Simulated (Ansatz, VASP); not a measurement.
## One calculation of NbTe, two programs

```
Te Nb
1.0
     3.77560    0.00000    0.00000
    -1.88780    3.26977    0.00000
     0.00000    0.00000    3.76666
Te Nb
1 1
Direct
  0.66667 0.33333 0.00000
  0.00000 0.00000 0.50000
```

Change from the starting cell: volume scaled by 1.06.

Alike in both runs: task single point; functional PBEsol; k mesh 8 × 8 × 7; occupations fermi-dirac, width 0.05 eV; no spin polarisation.

|  | VASP | Ansatz |
| --- | --- | --- |
| version | VASP 6.6.1 | Ansatz 0.2.0 |
| potentials or method | VASP PAW PBE potentials, release 64 (Te, Nb_sv), cutoff 520 eV | all-electron LAPW, scalar-relativistic |

```csv
,VASP,Ansatz,Ansatz less VASP
gap on the k mesh at the Fermi level (eV),none,none,-
pressure (GPa),-10.9,-10.8,+0.07
"traceless stress, the component that is largest in VASP (GPa)",-1.14,-1.12,+0.017
```

VASP's potentials were made for PBE, not for PBEsol. A gap of «none» marks a metal or a gap that the smearing closes. Ansatz ran all-electron here, and VASP with PAW potentials.

Spin-orbit coupling is off throughout.
